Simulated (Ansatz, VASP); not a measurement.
Hg: VASP beside Ansatz

```
CELL_PARAMETERS angstrom
3.52971 0.00000 0.00000
-1.76485 3.05681 0.00000
0.00000 0.00000 5.59517
ATOMIC_POSITIONS crystal
Hg 0.33333 0.66667 0.25000
Hg 0.66667 0.33333 0.75000
```

Alike in both runs: task single point; functional revPBE; dispersion D4; k mesh 9 × 9 × 5; occupations methfessel-paxton of order 1, width 0.1 eV; no spin polarisation.

|  | VASP | Ansatz |
| --- | --- | --- |
| version | VASP 6.6.1 | Ansatz 0.2.0 |
| potentials or method | VASP PAW PBE potentials, release 64 (Hg_sv_GW) | Ansatz PAW |
| plane-wave cutoff (eV) | 550 | 420 |
| valence electrons in the cell | 40 | 40 |

Ansatz gave:

```
gap on the k mesh at the Fermi level (eV) : 0.07
least direct gap on the mesh (eV)         : 1.27
pressure (GPa)                            : -0.9
```

**Question.** What did VASP give for the same quantities?

**Answer.** gap on the k mesh at the Fermi level (eV): 0.09; least direct gap on the mesh (eV): 1.29; pressure (GPa): -1.1.

VASP's potentials were made for PBE, not for revPBE.

Neither program's run includes spin-orbit coupling. Noted on Ansatz's run: odd divisions of the mesh miss points on the zone boundary, where band edges often lie, so the gap on the mesh can be too wide.
